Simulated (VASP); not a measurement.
Here is a VASP 6.6.1 calculation.

File INCAR:

```
PREC     = Accurate       # precision mode
ENCUT    = 520            # plane-wave cutoff, eV
EDIFF    = 1E-7           # SCF threshold, eV
ISMEAR   = -1             # smearing method
SIGMA    = 0.05           # smearing width, eV
LREAL    = F              # projectors in reciprocal space
LASPH    = T              # aspherical terms in the spheres
NELM     = 60             # most SCF steps
ALGO     = Normal         # electronic algorithm
ISIF     = 2              # what is computed and relaxed
LWAVE    = F              # write WAVECAR
LCHARG   = F              # write CHGCAR
GGA      = PE             # functional
IBRION   = 2              # ionic algorithm
NSW      = 60             # ionic steps
EDIFFG   = -0.01          # ionic threshold
```

The input KPOINTS:

```
regular mesh
0
Gamma
  6 6 4
```

POSCAR

```
Te
1.0
    4.4985400000      0.0000000000      0.0000000000
   -2.2492700000      3.8958499200      0.0000000000
    0.0000000000      0.0000000000      5.9240000000
Te
3
Direct
    0.7310000000      0.7310000000      0.0000000000
    0.0000000000      0.2690000000      0.6666666667
    0.2690000000      0.0000000000      0.3333333333
```

Potentials or basis: VASP PAW PBE potentials, release 64 (Te).

Run with:

```bash
$ cat potpaw_PBE.64/Te/POTCAR > POTCAR
$ mpirun -np 1 vasp_std > vasp.out
```

Question: Predict the energy gained by relaxing.

Answer: 0.2 meV/atom.

Question: Predict the band gap on the k mesh.

Answer: 0.22 eV.

Stress tensor (GPa, compression positive):
```
0.33 0.00 0.00
0.00 0.33 0.00
0.00 0.00 0.57
```

Caveat: semilocal functionals underestimate gaps, and a narrow one can read as zero; spin-orbit coupling is left out, which moves the levels of the heavy elements. A k mesh can miss the band edges.
